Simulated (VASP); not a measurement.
A run of VASP 6.6.1 is set up as follows.

INCAR

```
PREC = Accurate ; ENCUT = 600
EDIFF = 1E-8 ; ISMEAR = 0
SIGMA = 0.01 ; LREAL = False
LASPH = True ; NELM = 100
ALGO = Normal ; ISIF = 3
LWAVE = False ; LCHARG = False
GGA = PS ; IBRION = 6
NFREE = 2 ; POTIM = 0.015
NSW = 1
```

Contents of KPOINTS:

```
Automatic mesh
0
Gamma
  8 8 8
```

Contents of POSCAR:

```
Si
1.0
    0.0000000000      2.6813629223      2.6813629223
    2.6813629223      0.0000000000      2.6813629223
    2.6813629223      2.6813629223      0.0000000000
Si
2
Direct
    0.2500000000      0.2500000000      0.2500000000
    0.0000000000      0.0000000000      0.0000000000
```

Potentials or basis: VASP PAW PBE potentials, release 64 (Si).

Command:

```console
$ cat potpaw_PBE.64/Si/POTCAR > POTCAR
$ mpirun -np 1 vasp_std > vasp.out
```

(1) Predict the elastic constants C11, C12, C44.

(2) Estimate the Voigt bulk modulus.

(3) Estimate the highest phonon frequency at Γ.

Answers

(1) 169, 76, 76 GPa.

(2) 107 GPa.

(3) 529 cm⁻¹.

Caveat: the cell is under stress, which shifts elastic constants; the PAW data sets were made with another functional, which shifts forces and pressure a little.
